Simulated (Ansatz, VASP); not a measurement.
**One calculation of Pb, two programs**

```
CELL_PARAMETERS angstrom
-1.95483 1.95483 1.95483
1.95483 -1.95483 1.95483
1.95483 1.95483 -1.95483
ATOMIC_POSITIONS crystal
Pb 0.00000 0.00000 0.00000
```

Alike in both runs: functional PBEsol; k mesh 16 × 16 × 16; occupations gaussian, width 0.1 eV; no spin polarisation.

Ansatz relaxed the structure, and its values are those at the end. VASP's run is a single point on that final structure, the one shown.

|  | VASP | Ansatz |
| --- | --- | --- |
| version | VASP 6.6.1 | Ansatz 0.2.0 |
| potentials or method | VASP PAW PBE potentials, release 64 (Pb_d), cutoff 520 eV | scalar-relativistic, plane waves, PAW |
| valence electrons in the cell | 14 | 14 |

```tsv
	VASP	Ansatz	Ansatz less VASP
gap on the k mesh at the Fermi level (eV)	none	none	-
pressure (GPa)	-0.1	0.0	+0.08
```

VASP's potentials were made for PBE, not for PBEsol. A gap of «none» marks a metal or a gap that the smearing closes.

Neither program's run includes spin-orbit coupling.
